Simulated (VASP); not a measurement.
A run of VASP 6.6.1 is set up as follows.

File INCAR:

```
ALGO = Normal
EDIFF = 1E-7
EDIFFG = -0.005
ENCUT = 600
GGA = PE
IBRION = 2
ISIF = 3
ISMEAR = -1
LASPH = T
LCHARG = F
LREAL = F
LWAVE = F
NELM = 100
NSW = 60
PREC = Accurate
SIGMA = 0.1
```

The input KPOINTS:

```
k-points
0
Gamma
  14 14 13
```

POSCAR

```
Mg
1.0
    3.0829336494      0.0000000000      0.0000000000
   -1.5414668247      2.6698988586      0.0000000000
    0.0000000000      0.0000000000      2.8979576304
Mg
1
Direct
    0.0000000000      0.0000000000      0.0000000000
```

Potentials or basis: VASP PAW PBE potentials, release 64 (Mg).

Command:

```sh
$ cat potpaw_PBE.64/Mg/POTCAR > POTCAR
$ mpirun -np 1 vasp_std > vasp.out
```

Predict the relaxed volume.

25.59 Å³/atom.

Predict the space group after relaxing (to 0.05 Å).

P6/mmm (No. 191).

Final structure:
```xyz
1
Lattice="3.0859 0.0000 0.0000 -1.5430 2.6725 0.0000 0.0000 0.0000 3.1027" Properties=species:S:1:pos:R:3 pbc="T T T"
Mg    0.0000    0.0000    0.0000
```
